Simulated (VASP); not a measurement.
Write the native input for VASP 6.6.1 that does the following.

```yaml
Task: relaxation of cell and atoms
Functional: PBE
Potentials_or_basis: VASP PAW PBE potentials, release 64 (Os)
Cutoff: 600 eV
k_mesh: 13 × 13 × 7
Occupations: fermi-dirac, width 0.1 eV
Spin: no spin polarisation
Dipole_correction: no
Further_INCAR_settings: ALGO = Normal; EDIFF = 1e-06; IBRION = 2; EDIFFG = -0.01; NSW = 80; ISIF = 3
```

The structure of Os lies in POSCAR:

```
Os
1.0
    2.7351988376      0.0000000000      0.0000000000
   -1.3675994188      2.3687516778      0.0000000000
    0.0000000000      0.0000000000      4.3190000000
Os
2
Direct
    0.3333333333      0.6666666667      0.2500000000
    0.6666666667      0.3333333333      0.7500000000
```

The input as run:

INCAR

```
ALGO = Normal
EDIFF = 1E-6
EDIFFG = -0.01
ENCUT = 600
GGA = PE
IBRION = 2
ISIF = 3
ISMEAR = -1
LASPH = True
LCHARG = False
LREAL = False
LWAVE = False
NELM = 60
NSW = 80
PREC = Accurate
SIGMA = 0.1
```

KPOINTS

```
k-points
0
Gamma
  13 13 7
```

Potentials or basis: VASP PAW PBE potentials, release 64 (Os).

The run is started by

```sh
$ cat potpaw_PBE.64/Os/POTCAR > POTCAR
$ mpirun -np 1 vasp_std > vasp.out
```

Results of the run:

| Quantity | Value |
| --- | --- |
| Relaxed volume | 14.28 Å³/atom |
| Relaxed cell | a = 2.756 Å, b = 2.756 Å, c = 4.342 Å, α = 90.00°, β = 90.00°, γ = 120.00° |
| Space group after relaxing (to 0.1 Å) | P6_3/mmc (No. 194) |
| Energy gained by relaxing | 7.7 meV/atom |
| Ionic steps | 9 |
| Pressure after relaxing | 0.0 GPa |
| Band gap on the k mesh | zero (bands 8 and 9 overlap by 3.70 eV) |

Caveat: spin-orbit coupling is left out, which moves the levels of the heavy elements.

It took 47 s on 1 thread of Intel(R) Xeon(R) 6975P-C (Granite Rapids), with other jobs on the host, peak memory 0.18 GiB.
